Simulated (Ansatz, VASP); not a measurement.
## Hg: VASP beside Ansatz

INCAR

```
SYSTEM = Hg
  ALGO = Normal
  EDIFF = 1E-6
  ENCUT = 520
  GGA = RE
  ISIF = 2
  ISMEAR = -1
  LASPH = .TRUE.
  LCHARG = .FALSE.
  LREAL = .FALSE.
  LWAVE = .FALSE.
  NBANDS = 19
  NELM = 80
  PREC = Accurate
  SIGMA = 0.1
```

Contents of KPOINTS:

```
k-points
0
G
  9 9 9
  0 0 0
```

File POSCAR:

```
Hg
1.0
    0.0000000000      5.1879712650      5.1879712650
    5.1879712650      0.0000000000      5.1879712650
    5.1879712650      5.1879712650      0.0000000000
Hg
2
Direct
    0.1250000000      0.1250000000      0.1250000000
    0.8750000000      0.8750000000      0.8750000000
```

Input for Ansatz:

```yaml
crystal:
  lattice:
    - [0.0, 5.187971265, 5.187971265]
    - [5.187971265, 0.0, 5.187971265]
    - [5.187971265, 5.187971265, 0.0]
  atoms:
    - { symbol: Hg, position: [0.125, 0.125, 0.125] }
    - { symbol: Hg, position: [0.875, 0.875, 0.875] }
hamiltonian:
  xc: revpbe
  pseudopotentials:
    kind: paw
    azcp:
      Hg: "pseudopotentials/Hg.paw.azcp"
basis:
  ecutwfc: 420
  fft_grid_basis: typed
kpoints:
  mp_grid: { grid: [9, 9, 9], shift: [0, 0, 0] }
magnetization:
  spin_polarized: false
scf:
  occupations: { method: fermi_dirac, width: 0.1 }
output:
  write_density: true
  write_potential: true
  elf: true
  volumetric_format: npy
```

Alike in both runs: task single point; functional revPBE; k mesh 9 × 9 × 9; occupations fermi-dirac, width 0.1 eV; no spin polarisation.

```csv
,VASP,Ansatz
version,VASP 6.6.1,Ansatz 0.2.0
potentials or method,"VASP PAW PBE potentials, release 64 (Hg), cutoff 520 eV","plane waves (420 eV) with PAW, scalar-relativistic"
valence electrons in the cell,24,40
```

```csv
,VASP,Ansatz,Ansatz less VASP
gap on the k mesh at the Fermi level (eV),4.09,4.08,-0.009
```

VASP's potentials were made for PBE, not for revPBE. VASP's potentials hold 24 valence electrons a cell and Ansatz's 40, so a difference there can come from the potentials and not from the codes. Ansatz's warnings: xc potential rough in thin density.

Neither program's run includes spin-orbit coupling.
